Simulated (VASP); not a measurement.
Wanted: the native input for a VASP 6.6.1 run.

* Task: single point
* Functional: PBE
* Potentials or basis: VASP PAW PBE potentials, release 64 (Al, Ru_pv)
* Cutoff: 520 eV
* k mesh: 16 × 16 × 16
* Occupations: fermi-dirac, width 0.05 eV
* Spin: no spin polarisation
* Dipole correction: no
* Further INCAR settings: ALGO = Normal; EDIFF = 1e-06; NBANDS = 16

The structure of AlRu lies in POSCAR:

```
AlRu
1.0
    3.0114124979      0.0000000000      0.0000000000
    0.0000000000      3.0114124979      0.0000000000
    0.0000000000      0.0000000000      3.0114124979
Al Ru
1 1
Direct
    0.0000000000      0.0000000000      0.0000000000
    0.5000000000      0.5000000000      0.5000000000
```

This cell differs from its parent crystal: volume scaled by 1.02, then relaxed in part.

These files were run (other wordings do the same):

INCAR

```
SYSTEM = AlRu
  PREC = Accurate
  ENCUT = 520
  EDIFF = 1E-6
  ISMEAR = -1
  SIGMA = 0.05
  LREAL = .False.
  LASPH = .True.
  NELM = 60
  ALGO = Normal
  ISIF = 2
  LWAVE = .False.
  LCHARG = .False.
  GGA = PE
  NBANDS = 16
```

KPOINTS

```
regular mesh
0
Gamma
  16 16 16
  0 0 0
```

Potentials or basis: VASP PAW PBE potentials, release 64 (Al, Ru_pv).

The run is started by

```console
$ cat potpaw_PBE.64/Al/POTCAR potpaw_PBE.64/Ru_pv/POTCAR > POTCAR
$ mpirun -np 1 vasp_std > vasp.out
```

Results of the run:

```yaml
Pressure: -1.5 GPa
```

Wall time 18 s on 1 thread of Intel(R) Xeon(R) 6975P-C (Granite Rapids) (shared host), peak memory 0.19 GiB.
